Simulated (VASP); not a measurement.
# Ta (Im-3m) in VASP: a series of runs, part 2 of 2

VASP 6.6.1.

## Step 4: Relaxation of cell and atoms, LDA

This run uses another cell than the first one, of 17.12 Å³/atom.

File INCAR:

```
SYSTEM = Ta
ALGO = Normal
EDIFF = 1E-6
EDIFFG = -0.002
ENCUT = 600
GGA = CA
IBRION = 2
ISIF = 3
ISMEAR = 0
LASPH = .True.
LCHARG = .False.
LREAL = .False.
LWAVE = .False.
NELM = 100
NSW = 100
PREC = Accurate
SIGMA = 0.1
```

File KPOINTS:

```
k-points
0
Gamma
  18 18 18
  0 0 0
```

File POSCAR:

```
Ta
1.0
   -1.6234893961      1.6234893961      1.6234893961
    1.6234893961     -1.6234893961      1.6234893961
    1.6234893961      1.6234893961     -1.6234893961
Ta
1
Direct
    0.0000000000      0.0000000000      0.0000000000
```

Potentials or basis: VASP PAW LDA potentials, release 64 (Ta_pv).

Launch:

```sh
$ cat potpaw_LDA.64/Ta_pv/POTCAR > POTCAR
$ mpirun -np 1 vasp_std > vasp.out
```

OUTCAR:

```text
SYSTEM = Ta
   EDIFF = 1E-6
   EDIFFG = -0.002
   ENCUT = 600
   GGA = CA
   IBRION = 2
   ISIF = 3
   ISMEAR = 0
   LASPH = .True.
   LREAL = .False.
   NELM = 100
   NSW = 100
   PREC = Accurate

 ion  position               nearest neighbor table
   1  0.000  0.000  0.000-

  LATTYP: Found a body centered cubic cell.
 ALAT       =     3.2469787922

  Lattice vectors:

 A1 = (  -1.6234893961,   1.6234893961,   1.6234893961)
 A2 = (   1.6234893961,  -1.6234893961,   1.6234893961)
 A3 = (   1.6234893961,   1.6234893961,  -1.6234893961)

Analysis of symmetry for initial positions (statically):
=====================================================================
 Subroutine PRICEL returns:
 Original cell was already a primitive cell.

 Routine SETGRP: Setting up the symmetry group for a
 body centered cubic supercell.

 Subroutine GETGRP returns: Found 48 space group operations
 (whereof 48 operations were pure point group operations)
 out of a pool of 48 trial point group operations.

The static configuration has the point symmetry O_h .

[... 167 lines left out ...]
  Total        0.2305720      0.2305720      0.2305720      0.0000000      0.0000000     -0.0000000
  in kB       21.5828505     21.5828505     21.5828505      0.0000000      0.0000000     -0.0000000
  external PRESSURE =      21.5828505 kB  Pullay stress =       0.0000000 kB
[... 57 lines left out ...]
--------------------------------------- Ionic step        3  -------------------------------------------

 number of electron      11.0000000 magnetization

 Free energy of the ion-electron system (eV)
  ---------------------------------------------------
  ext. energy  EPLUGINS =         0.00000000
  ---------------------------------------------------
  free energy    TOTEN  =       -12.83307176 eV

  energy without entropy =      -12.82730687  energy(sigma->0) =      -12.83018932

 E-fermi :   5.7463     XC(G=0): -13.0078

 val. band max:        5.7457598162   @ k =  -0.2222   0.2222   0.0556
 cond. band min:       5.7463855211   @ k =  -0.3333   0.3333   0.1667
 fundamental gap:      0.0006257049
 Fermi energy:         5.7463497697

 k-point     1 :       0.0000    0.0000    0.0000
  band No.  band energies     occupation
      1     -26.9869      2.00000
      2     -26.9869      2.00000
      3     -26.9869      2.00000
      4      -2.2483      2.00000
      5       6.4161      0.00000
      6       6.4161      0.00000
      7       6.4161      0.00000
      8       9.8248      0.00000
      9       9.8248      0.00000
[... 265 lines left out ...]
 k-point    24 :       0.3889    0.1111    0.0000
  band No.  band energies     occupation
      1     -28.2714      2.00000
      2     -27.4646      2.00000
      3     -27.0574      2.00000
      4       1.6168      2.00000
      5       4.1766      2.00000
      6       6.6259      0.00000
      7       9.5968      0.00000
      8      10.9651      0.00000
      9      14.0272      0.00000

 [... further k-points ...]

------------------------ aborting loop because EDIFF is reached ----------------------------------------

  FORCE on cell =-STRESS in cart. coord.  units (eV):
  Direction    XX          YY          ZZ          XY          YZ          ZX
  --------------------------------------------------------------------------------------
  -------------------------------------------------------------------------------------
  Total       -0.0019888     -0.0019888     -0.0019888      0.0000000      0.0000000     -0.0000000
  in kB       -0.1843973     -0.1843973     -0.1843973      0.0000000      0.0000000     -0.0000000
  external PRESSURE =      -0.1843973 kB  Pullay stress =       0.0000000 kB
[... 16 lines left out ...]
  FREE ENERGIE OF THE ION-ELECTRON SYSTEM (eV)
  ---------------------------------------------------
  free  energy   TOTEN  =       -12.8330717649 eV

  energy  without entropy=      -12.8273068723  energy(sigma->0) =      -12.83018932

 reached required accuracy - stopping structural energy minimisation
```

CONTCAR:

```text
Ta
   1.00000000000000
    -1.6286416611684500    1.6286416611684500    1.6286416611684500
     1.6286416611684500   -1.6286416611684500    1.6286416611684500
     1.6286416611684500    1.6286416611684500   -1.6286416611684500
  Ta
     1
Direct
     0.0000000000000000    0.0000000000000000    0.0000000000000000

  0.00000000E+00  0.00000000E+00  0.00000000E+00
```

Wall time 61 s (1 thread of Intel Xeon 8259CL, shared host); peak memory 0.17 GiB.

What came out:

```yaml
Free_energy: -12.8331 eV
Relaxed_volume: 17.28 Å³/atom
Relaxed_cell: a = 2.821 Å, b = 2.821 Å, c = 2.821 Å, α = 109.47°, β = 109.47°, γ = 109.47°
Space_group_after_relaxing_to_0.1_Å: Im-3m (No. 229)
Energy_gained_by_relaxing: 1.1 meV/atom
Ionic_steps: 3
Pressure_after_relaxing: 0.0 GPa
Band_gap_on_the_k_mesh: zero (an odd number of electrons rules out a gap without spin polarisation)
```

The path:
```csv
step,energy change (eV),largest force (eV/Å),pressure (GPa),volume (Å³)
1,0.0000,0.0000,2.16,17.12
2,0.0056,0.0000,-5.04,17.69
3,-0.0011,0.0000,-0.02,17.28
```

Final structure:
```
Ta
1.0
    -1.62864    1.62864    1.62864
     1.62864   -1.62864    1.62864
     1.62864    1.62864   -1.62864
Ta
1
Cartesian
  0.0000 0.0000 0.0000
```

Levels at points of the mesh, in eV from the Fermi level:
| k point | band 3 | band 4 | band 5 | band 6 | band 7 | band 8 |
| --- | --- | --- | --- | --- | --- | --- |
| (0.00, 0.00, 0.00) | -32.73 | -7.99 | 0.67 | 0.67 | 0.67 | 4.08 |
| (0.50, 0.00, 0.00) | -32.74 | -4.56 | -1.71 | 1.94 | 3.99 | 5.05 |
| (0.50, 0.50, 0.50) | -33.68 | -4.07 | -4.07 | 7.13 | 7.13 | 7.13 |

Caveat: spin-orbit coupling is left out, which moves the levels of the heavy elements.

## Step 5: The runs side by side

| task | cell | cutoff (eV) | smearing | gap on the mesh (eV) | pressure (GPa) |
| --- | --- | --- | --- | --- | --- |
| single point | a = 2.817 Å, angles 109.5°, 1 atom | 520 | gaussian 0.1 eV | none | 0.9 |
| single point | a = 2.819 Å, angles 109.5°, 1 atom | 520 | fermi-dirac 0.15 eV | none | 0.9 |
| relaxation of cell and atoms | relaxed from a = 2.812 Å, angles 109.5°, 1 atom | 600 | gaussian 0.1 eV | none | 0.0 |

Alike in all rows: level LDA; potentials or basis VASP PAW LDA potentials, release 64 (Ta_pv); no spin polarisation; k mesh 18 × 18 × 18.

Caveats: spin-orbit coupling is left out, which moves the levels of the heavy elements.

Absolute energies hang on the potentials; compare differences alone.
